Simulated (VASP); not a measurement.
# La2Zr2O (P-6m2) in VASP: further runs

La2Zr2O is run at these levels: PBE; tasks: single point, relaxation of cell and atoms.

All numbers are computed with VASP 6.6.1; they aren't measurements. Logs are shortened: lines on timing, memory, paths and dates and some standing lists are left out, and cuts for length are marked.

## Step 1: The cell of the first run

The structure is hexagonal, space group P-6m2 (No. 187). Conventional cell: a = 4.152 Å, b = 4.152 Å, c = 8.119 Å, α = 90.00°, β = 90.00°, γ = 120.00°. Within 3.8 Å of La (site symmetry 3m) lie 6 Zr at 2.92 to 3.39 Å and 1 La at 3.34 Å and 3 O at 3.39 Å. Within 3.8 Å of Zr (site symmetry -6m2) lie 6 La at 2.92 Å. Zr (site symmetry -6m2) has 3 O at 2.40 Å within 3.2 Å. Within 3.2 Å of O (site symmetry -6m2) lie 3 Zr at 2.40 Å.

## Step 2: Single point, PBE

The input, INCAR:

```
SYSTEM = La2Zr2O
  PREC = Accurate
  ENCUT = 520
  EDIFF = 1E-6
  ISMEAR = 0
  SIGMA = 0.1
  LREAL = .FALSE.
  LASPH = .TRUE.
  NELM = 100
  ALGO = Normal
  ISIF = 2
  LWAVE = .FALSE.
  LCHARG = .FALSE.
  GGA = PE
  NBANDS = 34
```

The input, KPOINTS:

```
regular mesh
0
G
  6 6 2
  0 0 0
```

The input, POSCAR:

```
La2Zr2O
1.0
    4.1516929300      0.0000000000      0.0000000000
   -2.0758464700      3.5954715500      0.0000000000
    0.0000000000      0.0000000000      8.1185296800
La Zr O
2 2 1
Direct
    0.0000000000      0.0000000000      0.7055339800
    0.0000000000      0.0000000000      0.2944660200
    0.6666666700      0.3333333300      0.5000000000
    0.3333333300      0.6666666700      0.0000000000
    0.6666666700      0.3333333300      0.0000000000
```

Potentials or basis: VASP PAW PBE potentials, release 64 (La, Zr_sv, O).

Launch:

```console
$ cat potpaw_PBE.64/La/POTCAR potpaw_PBE.64/Zr_sv/POTCAR potpaw_PBE.64/O/POTCAR > POTCAR
$ mpirun -np 1 vasp_std > vasp.out
```

OUTCAR:

```text
SYSTEM = La2Zr2O
   PREC = Accurate
   ENCUT = 520
   EDIFF = 1E-6
   ISMEAR = 0
   LREAL = .FALSE.
   LASPH = .TRUE.
   NELM = 100
   ISIF = 2
   GGA = PE

 ion  position               nearest neighbor table
   1  0.000  0.000  0.706-   3 2.92   3 2.92   3 2.92   2 3.34   4 3.39   4 3.39   4 3.39
   2  0.000  0.000  0.294-   3 2.92   3 2.92   3 2.92   1 3.34   4 3.39   4 3.39   4 3.39
   3  0.667  0.333  0.500-   1 2.92   2 2.92   1 2.92   2 2.92   1 2.92   2 2.92
   4  0.333  0.667  0.000-   5 2.40   5 2.40   5 2.40   1 3.39   2 3.39   2 3.39   1 3.39   2 3.39
                             1 3.39
   5  0.667  0.333  0.000-   4 2.40   4 2.40   4 2.40

  LATTYP: Found a hexagonal cell.
 ALAT       =     4.1516929300
 C/A-ratio  =     1.9554745057

  Lattice vectors:

 A1 = (   4.1516929300,   0.0000000000,   0.0000000000)
 A2 = (  -2.0758464700,   3.5954715500,   0.0000000000)
 A3 = (   0.0000000000,   0.0000000000,   8.1185296800)

Analysis of symmetry for initial positions (statically):
=====================================================================
 Subroutine PRICEL returns:
 Original cell was already a primitive cell.

 Routine SETGRP: Setting up the symmetry group for a
 hexagonal supercell.

 Subroutine GETGRP returns: Found 12 space group operations
 (whereof 12 operations were pure point group operations)
 out of a pool of 24 trial point group operations.

The static configuration has the point symmetry D_3h.

Analysis of symmetry for dynamics (positions and initial velocities):
=====================================================================
 Subroutine PRICEL returns:
 Original cell was already a primitive cell.

 Routine SETGRP: Setting up the symmetry group for a
 hexagonal supercell.

 Subroutine GETGRP returns: Found 12 space group operations
 (whereof 12 operations were pure point group operations)
 out of a pool of 24 trial point group operations.

The dynamic configuration has the point symmetry D_3h.

 Subroutine INISYM returns: Found 12 space group operations
 (whereof 12 operations are pure point group operations),
 and found     1 'primitive' translations

----------------------------------------------------------------------------------------

                                     Primitive cell

  volume of cell :     121.1877

  direct lattice vectors                    reciprocal lattice vectors
     4.151692930  0.000000000  0.000000000     0.240865598  0.139063818  0.000000000
    -2.075846470  3.595471550  0.000000000     0.000000000  0.278127635  0.000000000
     0.000000000  0.000000000  8.118529680     0.000000000  0.000000000  0.123175013

  length of vectors
     4.151692930  4.151692936  8.118529680     0.278127636  0.278127635  0.123175013

  position of ions in fractional coordinates (direct lattice)
     0.000000000  0.000000000  0.705533980
     0.000000000  0.000000000  0.294466020
     0.666666670  0.333333330  0.500000000
     0.333333330  0.666666670  0.000000000
     0.666666670  0.333333330  0.000000000

  ion indices of the primitive-cell ions
   primitive index   ion index
                 1           1
                 2           2
                 3           3
                 4           4
                 5           5

----------------------------------------------------------------------------------------

 KPOINTS: regular mesh

Automatic generation of k-mesh.
 Grid dimensions read from file:
 generate k-points for:    6    6    2

 Generating k-lattice:

  Cartesian coordinates                     Fractional coordinates (reciprocal lattice)
     0.040144266  0.023177303  0.000000000     0.166666667  0.000000000  0.000000000
     0.000000000  0.046354606  0.000000000     0.000000000  0.166666667  0.000000000
     0.000000000  0.000000000  0.061587507     0.000000000  0.000000000  0.500000000

  Length of vectors
     0.046354606  0.046354606  0.061587507

  Shift w.r.t. Gamma in fractional coordinates (k-lattice)
     0.000000000  0.000000000  0.000000000

 Subroutine IBZKPT returns following result:
 ===========================================

 Found     14 irreducible k-points:

 Following reciprocal coordinates:
            Coordinates               Weight
  0.000000  0.000000  0.000000      1.000000
  0.166667 -0.000000  0.000000      6.000000
  0.333333 -0.000000  0.000000      6.000000
  0.500000  0.000000  0.000000      3.000000
  0.166667  0.166667  0.000000      6.000000
  0.333333  0.166667  0.000000     12.000000
  0.333333  0.333333  0.000000      2.000000
  0.000000  0.000000  0.500000      1.000000
  0.166667 -0.000000  0.500000      6.000000
  0.333333 -0.000000  0.500000      6.000000
  0.500000  0.000000  0.500000      3.000000
  0.166667  0.166667  0.500000      6.000000
  0.333333  0.166667  0.500000     12.000000
  0.333333  0.333333  0.500000      2.000000
   k-points           NKPTS =     14   k-points in BZ     NKDIM =     14   number of bands    NBANDS=     34
   number of dos      NEDOS =    301   number of ions     NIONS =      5
   total plane-waves  NPLWV =  61440
   dimension x,y,z NGX =    32 NGY =   32 NGZ =   60
   dimension x,y,z NGXF=    64 NGYF=   64 NGZF=  120
   ions per type =               2   2   1
   NGX,Y,Z   is equivalent  to a cutoff of  12.81, 12.81, 12.29 a.u.
   NGXF,Y,Z  is equivalent  to a cutoff of  25.63, 25.63, 24.57 a.u.
 SYSTEM =  La2Zr2O
   PREC   = accura    normal or accurate (medium, high low for compatibility)
   ISTART =      0    job   : 0-new  1-cont  2-samecut
   ICHARG =      2    charge: 1-file 2-atom 10-const
   ISPIN  =      1    spin polarized calculation?
   LNONCOLLINEAR =      F non collinear calculations
   LSORBIT =      F    spin-orbit coupling
   LASPH  =      T    aspherical Exc in radial PAW
   ENCUT  =  520.0 eV  38.22 Ry    6.18 a.u.   7.72  7.72 15.10*2*pi/ulx,y,z
   NELM   =    100;   NELMIN=  2; NELMDL= -5     # of ELM steps
   EDIFF  = 0.1E-05   stopping-criterion for ELM
   LREAL  =      F    real-space projection
   EDIFFG = 0.1E-04   stopping-criterion for IOM
   NSW    =      0    number of steps for IOM
   IBRION =     -1    ionic relax: 0-MD 1-quasi-New 2-CG
   NFREE  =      0    steps in history (QN), initial steepest desc. (CG)
   ISIF   =      2    stress and relaxation
   ISYM   =      2    0-nonsym 1-usesym 2-fastsym
   POTIM  = 0.5000    time-step for ionic-motion
   TEBEG  =    0.0;   TEEND  =   0.0 temperature during run
   PSTRESS=    0.0 pullay stress
   NELECT =      52.0000    total number of electrons
   NUPDOWN=      -1.0000    fix difference up-down
   EMIN   =  10.00;   EMAX   =-10.00  energy-range for DOS
   EFERMI =   0.00;   METHOD = LEGACY
   ISMEAR =     0;   SIGMA  =   0.10  broadening in eV -4-tet -1-fermi 0-gaus
   EFERMI_NEDOS =   21; number of points for ismear=-14 and -15
   IALGO  =     38    algorithm
   IMIX   =      4    mixing-type and parameters
     AMIX     =   0.40;   BMIX     =  1.00
     AMIX_MAG =   1.60;   BMIX_MAG =  1.00
  volume/ion in A,a.u.               =      24.24       163.56
  Fermi-wavevector in a.u.,A,eV,Ry     =   1.234781  2.333397 20.744573  1.524683
  Thomas-Fermi vector in A             =   2.369457
   LORBIT       =      0    0 simple, 1 ext, 2 COOP (PROOUT), +10 PAW based schemes
   GGA     = PE    functional components
   LHFCALC =     F    Hartree Fock is set to
   AEXX    =    0.0000 exact exchange contribution
   IVDW    =     0    specifies the selected vdW correction
   LEPSILON=     F    determine dielectric tensor
   LRPA    =     F    only Hartree local field effects (RPA)
 non-spin polarized calculation
 Gauss-broadening in eV      SIGMA  =   0.10
  energy-cutoff  :      520.00
  volume of cell :      121.19
 maximum number of plane-waves:      3272
 NGX is ok and might be reduce to    32
   NGX = 15   NGY = 15   NGZ = 31

 number of electron      51.9999998 magnetization

 Free energy of the ion-electron system (eV)
  ---------------------------------------------------
  ext. energy  EPLUGINS =         0.00000000
  ---------------------------------------------------
  free energy    TOTEN  =       -31.50812051 eV

  energy without entropy =      -31.46751692  energy(sigma->0) =      -31.48781871

 E-fermi :   8.4992     XC(G=0): -10.4014

 val. band max:        8.4766106839   @ k =   0.3333  -0.0000   0.0000
 cond. band min:       8.5308908031   @ k =   0.1667  -0.0000   0.5000
 fundamental gap:      0.0542801192
 Fermi energy:         8.4992023098

 k-point     1 :       0.0000    0.0000    0.0000
  band No.  band energies     occupation
      1     -41.2347      2.00000
      2     -39.8170      2.00000
      3     -23.6592      2.00000
      4     -23.5940      2.00000
      5     -19.2573      2.00000
      6     -19.2573      2.00000
[... 26 lines left out ...]
     33       9.9559      0.00000
     34      10.8899      0.00000

 k-point     2 :       0.1667   -0.0000    0.0000
  band No.  band energies     occupation
      1     -41.2338      2.00000
      2     -39.8156      2.00000
      3     -23.6626      2.00000
      4     -23.5745      2.00000
      5     -19.2847      2.00000
      6     -19.2621      2.00000
[... 26 lines left out ...]
     33      10.3400      0.00000
     34      10.6253      0.00000

 k-point     3 :       0.3333   -0.0000    0.0000
  band No.  band energies     occupation
      1     -41.2318      2.00000
      2     -39.8127      2.00000
      3     -23.6695      2.00000
      4     -23.5350      2.00000
      5     -19.3388      2.00000
      6     -19.2716      2.00000
[... 26 lines left out ...]
     33      10.4499      0.00000
     34      10.6999      0.00000
[... 334 lines left out ...]
 k-point    13 :       0.3333    0.1667    0.5000
  band No.  band energies     occupation
      1     -41.2308      2.00000
      2     -39.8113      2.00000
      3     -23.6697      2.00000
      4     -23.5185      2.00000
      5     -19.3558      2.00000
      6     -19.2856      2.00000
[... 26 lines left out ...]
     33      10.3946      0.00000
     34      10.5906      0.00000

 k-point    14 :       0.3333    0.3333    0.5000
  band No.  band energies     occupation
      1     -41.2304      2.00000
      2     -39.8106      2.00000
      3     -23.6704      2.00000
      4     -23.5093      2.00000
      5     -19.3579      2.00000
      6     -19.2994      2.00000
[... 26 lines left out ...]
     33      10.4256      0.00000
     34      10.8427      0.00000

------------------------ aborting loop because EDIFF is reached ----------------------------------------

  FORCE on cell =-STRESS in cart. coord.  units (eV):
  Direction    XX          YY          ZZ          XY          YZ          ZX
  --------------------------------------------------------------------------------------
  -------------------------------------------------------------------------------------
  Total       -5.0648170     -5.0648170      7.5362774      0.0000000      0.0000000      0.0000000
  in kB      -66.9600667    -66.9600668     99.6343273      0.0000001      0.0000000      0.0000000
  external PRESSURE =     -11.4286020 kB  Pullay stress =       0.0000000 kB

 VOLUME and BASIS-vectors are now :
 -----------------------------------------------------------------------------
  energy-cutoff  :      520.00
  volume of cell :      121.19
      direct lattice vectors                 reciprocal lattice vectors
     4.151692930  0.000000000  0.000000000     0.240865598  0.139063818  0.000000000
    -2.075846470  3.595471550  0.000000000     0.000000000  0.278127635  0.000000000
     0.000000000  0.000000000  8.118529680     0.000000000  0.000000000  0.123175013

 POSITION                                       TOTAL-FORCE (eV/Angst)
 -----------------------------------------------------------------------------------
      0.00000      0.00000      5.72790        -0.000000     -0.000000      1.760090
      0.00000      0.00000      2.39063        -0.000000     -0.000000     -1.760090
      2.07585      1.19849      4.05926         0.000000     -0.000000      0.000000
     -0.00000      2.39698      0.00000        -0.000000     -0.000000      0.000000
      2.07585      1.19849      0.00000        -0.000000      0.000000      0.000000
 -----------------------------------------------------------------------------------
    total drift:                               -0.000028      0.000016      0.000000

  FREE ENERGIE OF THE ION-ELECTRON SYSTEM (eV)
  ---------------------------------------------------
  free  energy   TOTEN  =       -31.5081205058 eV

  energy  without entropy=      -31.4675169219  energy(sigma->0) =      -31.48781871
```

It took 3.2 min on 1 thread of AMD EPYC 7R13, shared host; peak memory 0.24 GiB.

What came out:

* Free energy: -31.5081 eV
* Pressure: -1.1 GPa
* Largest force: 1.760 eV/Å
* Band gap on the k mesh: zero (band 26 reaches 8.81 eV, above the bottom of band 27 at 7.76 eV)

Forces in eV/Å, atoms in the order of the input:
```
La   0.000  0.000  1.760
La   0.000  0.000 -1.760
Zr   0.000  0.000  0.000
Zr   0.000  0.000  0.000
O    0.000  0.000  0.000
```

Levels at points of the mesh, in eV from the Fermi level:
| k point | band 22 | band 23 | band 24 | band 25 | band 26 | band 27 | band 28 | band 29 | band 30 | band 31 |
| --- | --- | --- | --- | --- | --- | --- | --- | --- | --- | --- |
| (0.00, 0.00, 0.00) | -1.93 | -1.08 | -1.08 | -0.82 | -0.82 | -0.32 | 0.29 | 0.89 | 0.89 | 0.89 |
| (0.50, 0.00, 0.00) | -1.38 | -0.60 | -0.60 | -0.26 | 0.31 | 0.43 | 0.93 | 1.16 | 1.25 | 1.37 |
| (0.00, 0.00, 0.50) | -1.88 | -1.38 | -0.89 | -0.89 | -0.74 | -0.74 | -0.32 | -0.08 | -0.08 | 2.09 |
| (0.50, 0.00, 0.50) | -1.27 | -0.74 | -0.39 | -0.06 | 0.09 | 0.13 | 0.27 | 0.69 | 1.16 | 1.86 |

Caveat: the k points lie up to 0.39 Å⁻¹ apart; spin-orbit coupling is left out, which moves the levels of the heavy elements; forces of over 1 eV/Å act on the atoms, so gaps and moduli don't describe the material at rest.

(Part 1 of 3 ends here.)
